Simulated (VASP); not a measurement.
# YN (Fm-3m) in VASP: single point with PBE

Aim: the single point of YN with PBE.

All numbers are computed with VASP 6.6.1; they aren't measurements. Logs are shortened: lines on timing, memory, paths and dates and some standing lists are left out, and cuts for length are marked.

### 1 The cell of the first run

It takes space group Fm-3m (No. 225, cubic). Conventional cell: a = 4.962 Å, b = 4.962 Å, c = 4.962 Å, α = 90.00°, β = 90.00°, γ = 90.00°. N (site symmetry m-3m) has 6 Y at 2.48 Å within 3.3 Å. Within 3.3 Å of Y (site symmetry m-3m) lie 6 N at 2.48 Å.

### 2 Single point, PBE

POSCAR reads:

```
YN
1.0
    0.0000000000      2.4808850000      2.4808850000
    2.4808850000      0.0000000000      2.4808850000
    2.4808850000      2.4808850000      0.0000000000
N Y
1 1
Direct
    0.0000000000      0.0000000000      0.0000000000
    0.5000000000      0.5000000000      0.5000000000
```

INCAR.step1 reads:

```
SYSTEM = YN
PREC     = Accurate       ! precision mode
ENCUT    = 520            ! plane-wave cutoff, eV
EDIFF    = 1E-6           ! SCF threshold, eV
ISMEAR   = 1              ! smearing method
SIGMA    = 0.0506         ! smearing width, eV
LREAL    = .False.        ! projectors in reciprocal space
LASPH    = .True.         ! aspherical terms in the spheres
NELM     = 120            ! most SCF steps
ALGO     = Normal         ! electronic algorithm
ISIF     = 2              ! what is computed and relaxed
LWAVE    = .False.        ! write WAVECAR
LCHARG   = .True.         ! write CHGCAR
LMAXMIX  = 4              ! l up to which the mixer works
GGA      = PE             ! functional
NBANDS   = 15             ! bands
GGA_COMPAT= .False.      
NEDOS    = 2001           ! points of the DOS
LORBIT   = 11             ! projections on sites
```

KPOINTS.step1 reads:

```
regular mesh
0
Gamma
  9 9 9
  0 0 0
```

INCAR.step2 reads:

```
SYSTEM = YN
PREC     = Accurate       ! precision mode
ENCUT    = 520            ! plane-wave cutoff, eV
EDIFF    = 1E-6           ! SCF threshold, eV
ISMEAR   = -5             ! smearing method
SIGMA    = 0.0506         ! smearing width, eV
LREAL    = .False.        ! projectors in reciprocal space
LASPH    = .True.         ! aspherical terms in the spheres
NELM     = 120            ! most SCF steps
ALGO     = Normal         ! electronic algorithm
ISIF     = 2              ! what is computed and relaxed
LWAVE    = .False.        ! write WAVECAR
LCHARG   = .False.        ! write CHGCAR
LMAXMIX  = 4              ! l up to which the mixer works
GGA      = PE             ! functional
LORBIT   = 11             ! projections on sites
NEDOS    = 2001           ! points of the DOS
ICHARG   = 11             ! starting density
GGA_COMPAT= .False.
```

KPOINTS.step2 reads:

```
regular mesh
0
Gamma
  14 14 14
  0 0 0
```

Potentials or basis: VASP PAW PBE potentials, release 64 (N, Y_sv).

Started as:

```sh
cat potpaw_PBE.64/N/POTCAR potpaw_PBE.64/Y_sv/POTCAR > POTCAR
cp INCAR.step1 INCAR
cp KPOINTS.step1 KPOINTS
mpirun -np 1 vasp_std > vasp.out
cp INCAR.step2 INCAR
cp KPOINTS.step2 KPOINTS
mpirun -np 1 vasp_std > vasp.out
```

OUTCAR:

```text
SYSTEM = YN
   PREC = Accurate
   ENCUT = 520
   EDIFF = 1E-6
   ISMEAR = -5
   LREAL = .False.
   LASPH = .True.
   NELM = 120
   ISIF = 2
   GGA = PE
   LORBIT = 11
   ICHARG = 11

 ion  position               nearest neighbor table
   1  0.000  0.000  0.000-   2 2.48   2 2.48   2 2.48   2 2.48   2 2.48   2 2.48
   2  0.500  0.500  0.500-   1 2.48   1 2.48   1 2.48   1 2.48   1 2.48   1 2.48

  LATTYP: Found a face centered cubic cell.
 ALAT       =     4.9617700000

  Lattice vectors:

 A1 = (   0.0000000000,   2.4808850000,   2.4808850000)
 A2 = (   2.4808850000,   0.0000000000,   2.4808850000)
 A3 = (   2.4808850000,   2.4808850000,   0.0000000000)

Analysis of symmetry for initial positions (statically):
=====================================================================
 Subroutine PRICEL returns:
 Original cell was already a primitive cell.

 Routine SETGRP: Setting up the symmetry group for a
 face centered cubic supercell.

 Subroutine GETGRP returns: Found 48 space group operations
 (whereof 48 operations were pure point group operations)
 out of a pool of 48 trial point group operations.

The static configuration has the point symmetry O_h .

Analysis of symmetry for dynamics (positions and initial velocities):
=====================================================================
 Subroutine PRICEL returns:
 Original cell was already a primitive cell.

 Routine SETGRP: Setting up the symmetry group for a
 face centered cubic supercell.

 Subroutine GETGRP returns: Found 48 space group operations
 (whereof 48 operations were pure point group operations)
 out of a pool of 48 trial point group operations.

The dynamic configuration has the point symmetry O_h .

 Subroutine INISYM returns: Found 48 space group operations
 (whereof 48 operations are pure point group operations),
 and found     1 'primitive' translations

----------------------------------------------------------------------------------------

                                     Primitive cell

  volume of cell :      30.5387

  direct lattice vectors                    reciprocal lattice vectors
     0.000000000  2.480885000  2.480885000    -0.201540982  0.201540982  0.201540982
     2.480885000  0.000000000  2.480885000     0.201540982 -0.201540982  0.201540982
     2.480885000  2.480885000  0.000000000     0.201540982  0.201540982 -0.201540982

  length of vectors
     3.508501214  3.508501214  3.508501214     0.349079221  0.349079221  0.349079221

  position of ions in fractional coordinates (direct lattice)
     0.000000000  0.000000000  0.000000000
     0.500000000  0.500000000  0.500000000

  ion indices of the primitive-cell ions
   primitive index   ion index
                 1           1
                 2           2

----------------------------------------------------------------------------------------

 KPOINTS: regular mesh

Automatic generation of k-mesh.
 Grid dimensions read from file:
 generate k-points for:   14   14   14

 Generating k-lattice:

  Cartesian coordinates                     Fractional coordinates (reciprocal lattice)
    -0.014395784  0.014395784  0.014395784     0.071428571  0.000000000  0.000000000
     0.014395784 -0.014395784  0.014395784     0.000000000  0.071428571  0.000000000
     0.014395784  0.014395784 -0.014395784     0.000000000  0.000000000  0.071428571

  Length of vectors
     0.024934230  0.024934230  0.024934230

  Shift w.r.t. Gamma in fractional coordinates (k-lattice)
     0.000000000  0.000000000  0.000000000

 TETIRR: Found    389 inequivalent tetrahedra from    16464

 Subroutine IBZKPT returns following result:
 ===========================================

 Found    104 irreducible k-points:

 Following reciprocal coordinates:
            Coordinates               Weight
  0.000000  0.000000  0.000000      1.000000
  0.071429  0.000000  0.000000      8.000000
  0.142857  0.000000  0.000000      8.000000
  0.214286  0.000000  0.000000      8.000000
  0.285714  0.000000  0.000000      8.000000
  0.357143  0.000000  0.000000      8.000000
[... 16 lines left out ...]
  0.214286  0.142857  0.000000     24.000000
  0.285714  0.142857  0.000000     24.000000
 [... further k-points ...]
   k-points           NKPTS =    104   k-points in BZ     NKDIM =    104   number of bands    NBANDS=     12
   number of dos      NEDOS =   2001   number of ions     NIONS =      2
   total plane-waves  NPLWV =  21952
   dimension x,y,z NGX =    28 NGY =   28 NGZ =   28
   dimension x,y,z NGXF=    56 NGYF=   56 NGZF=   56
   ions per type =               1   1
   NGX,Y,Z   is equivalent  to a cutoff of  13.27, 13.27, 13.27 a.u.
   NGXF,Y,Z  is equivalent  to a cutoff of  26.53, 26.53, 26.53 a.u.
 SYSTEM =  YN
   PREC   = accura    normal or accurate (medium, high low for compatibility)
   ISTART =      0    job   : 0-new  1-cont  2-samecut
   ICHARG =     11    charge: 1-file 2-atom 10-const
   ISPIN  =      1    spin polarized calculation?
   LNONCOLLINEAR =      F non collinear calculations
   LSORBIT =      F    spin-orbit coupling
   LASPH  =      T    aspherical Exc in radial PAW
   ENCUT  =  520.0 eV  38.22 Ry    6.18 a.u.   6.52  6.52  6.52*2*pi/ulx,y,z
   NELM   =    120;   NELMIN=  2; NELMDL=  0     # of ELM steps
   EDIFF  = 0.1E-05   stopping-criterion for ELM
   LREAL  =      F    real-space projection
   EDIFFG = 0.1E-04   stopping-criterion for IOM
   NSW    =      0    number of steps for IOM
   IBRION =     -1    ionic relax: 0-MD 1-quasi-New 2-CG
   NFREE  =      0    steps in history (QN), initial steepest desc. (CG)
   ISIF   =      2    stress and relaxation
   ISYM   =      2    0-nonsym 1-usesym 2-fastsym
   POTIM  = 0.5000    time-step for ionic-motion
   TEBEG  =    0.0;   TEEND  =   0.0 temperature during run
   PSTRESS=    0.0 pullay stress
   NELECT =      16.0000    total number of electrons
   NUPDOWN=      -1.0000    fix difference up-down
   EMIN   =  10.00;   EMAX   =-10.00  energy-range for DOS
   EFERMI =   0.00;   METHOD = LEGACY
   ISMEAR =    -5;   SIGMA  =   0.05  broadening in eV -4-tet -1-fermi 0-gaus
   EFERMI_NEDOS =   21; number of points for ismear=-14 and -15
   IALGO  =     38    algorithm
   IMIX   =      4    mixing-type and parameters
     AMIX     =   0.40;   BMIX     =  1.00
     AMIX_MAG =   1.60;   BMIX_MAG =  1.00
  volume/ion in A,a.u.               =      15.27       103.04
  Fermi-wavevector in a.u.,A,eV,Ry     =   1.319770  2.494003 23.698524  1.741792
  Thomas-Fermi vector in A             =   2.449644
   LORBIT       =     11    0 simple, 1 ext, 2 COOP (PROOUT), +10 PAW based schemes
   GGA     = PE    functional components
   LHFCALC =     F    Hartree Fock is set to
   AEXX    =    0.0000 exact exchange contribution
   IVDW    =     0    specifies the selected vdW correction
   LEPSILON=     F    determine dielectric tensor
   LRPA    =     F    only Hartree local field effects (RPA)
 non-spin polarized calculation
 Fermi weights with tetrahedron method with Bloechl corrections
  energy-cutoff  :      520.00
  volume of cell :       30.54
 maximum number of plane-waves:       869
 NGX is ok and might be reduce to    28

 number of electron      15.9999999 magnetization

 Free energy of the ion-electron system (eV)
  ---------------------------------------------------
  ext. energy  EPLUGINS =         0.00000000
  ---------------------------------------------------
  free energy    TOTEN  =       -18.21221695 eV

  energy without entropy =      -18.21221695  energy(sigma->0) =      -18.21221695

 E-fermi :   3.8932     XC(G=0): -11.0336

 val. band max:        3.8921980491   @ k =   0.0000   0.0000   0.0000
 cond. band min:       4.1520052194   @ k =   0.5000   0.5000   0.0000
 fundamental gap:      0.2598071703
 Fermi energy:         3.8931837511

 k-point     1 :       0.0000    0.0000    0.0000
  band No.  band energies     occupation
      1     -37.1354      2.00000
      2     -16.8119      2.00000
      3     -16.8119      2.00000
      4     -16.8119      2.00000
      5      -8.9070      2.00000
      6       3.8922      2.00000
      7       3.8922      2.00000
      8       3.8922      2.00000
      9       6.9610      0.00000
     10       6.9610      0.00000
     11       6.9610      0.00000
     12       7.6474      0.00000

 k-point     2 :       0.0714    0.0000    0.0000
  band No.  band energies     occupation
      1     -37.1307      2.00000
      2     -16.8656      2.00000
      3     -16.8157      2.00000
      4     -16.8157      2.00000
      5      -8.8272      2.00000
      6       3.5502      2.00000
      7       3.7192      2.00000
      8       3.7192      2.00000
      9       7.0003      0.00000
     10       7.0826      0.00000
     11       7.0826      0.00000
     12       7.9644      0.00000

 k-point     3 :       0.1429    0.0000    0.0000
  band No.  band energies     occupation
      1     -37.1173      2.00000
      2     -17.0115      2.00000
      3     -16.8261      2.00000
      4     -16.8261      2.00000
      5      -8.6062      2.00000
      6       2.7885      2.00000
      7       3.3065      2.00000
      8       3.3065      2.00000
      9       7.0847      0.00000
     10       7.4181      0.00000
     11       7.4181      0.00000
     12       8.7287      0.00000
[... 286 lines left out ...]
 k-point    23 :       0.2143    0.1429    0.0000
  band No.  band energies     occupation
      1     -37.0968      2.00000
      2     -17.1257      2.00000
      3     -16.8900      2.00000
      4     -16.8810      2.00000
      5      -8.3750      2.00000
      6       1.7748      2.00000
      7       3.2867      2.00000
      8       3.3765      2.00000
      9       6.0667      0.00000
     10       8.4496      0.00000
     11       8.5421      0.00000
     12       8.8112      0.00000

 k-point    24 :       0.2857    0.1429    0.0000
  band No.  band energies     occupation
      1     -37.0779      2.00000
      2     -17.2953      2.00000
      3     -16.9120      2.00000
      4     -16.8979      2.00000
      5      -8.1392      2.00000
      6       1.3455      2.00000
      7       2.7723      2.00000
      8       3.0243      2.00000
      9       6.2476      0.00000
     10       8.9592      0.00000
     11       9.1071      0.00000
     12       9.5298      0.00000

 [... further k-points ...]
[... 5 lines left out ...]
  --------------------------------------------------------------------------------------
  -------------------------------------------------------------------------------------
  Total       -1.0007680     -1.0007680     -1.0007680     -0.0000000      0.0000000     -0.0000000
  in kB      -52.5042087    -52.5042087    -52.5042087     -0.0000000      0.0000000     -0.0000000
  external PRESSURE =     -52.5042087 kB  Pullay stress =       0.0000000 kB

 VOLUME and BASIS-vectors are now :
 -----------------------------------------------------------------------------
  energy-cutoff  :      520.00
  volume of cell :       30.54
      direct lattice vectors                 reciprocal lattice vectors
     0.000000000  2.480885000  2.480885000    -0.201540982  0.201540982  0.201540982
     2.480885000  0.000000000  2.480885000     0.201540982 -0.201540982  0.201540982
     2.480885000  2.480885000  0.000000000     0.201540982  0.201540982 -0.201540982

 POSITION                                       TOTAL-FORCE (eV/Angst)
 -----------------------------------------------------------------------------------
      0.00000      0.00000      0.00000         0.000000      0.000000      0.000000
      2.48088      2.48088      2.48088        -0.000000     -0.000000     -0.000000
 -----------------------------------------------------------------------------------
    total drift:                                0.000000      0.000000      0.000000

  FREE ENERGIE OF THE ION-ELECTRON SYSTEM (eV)
  ---------------------------------------------------
  free  energy   TOTEN  =       -18.2122169537 eV

  energy  without entropy=      -18.2122169537  energy(sigma->0) =      -18.21221695

 total charge

# of ion       s       p       d       f       tot
--------------------------------------------------
    1        1.242   2.389   0.000   0.000   3.631
    2        2.186   6.486   1.001   0.083   9.756
--------------------------------------------------
tot          3.428   8.876   1.001   0.083  13.388
```

Wall time 91 s (1 thread of Intel Xeon 8259CL, shared host); peak memory 0.2 GiB.

Results:

- Valence electrons inside the program's atomic spheres: N 3.63; Y 9.76
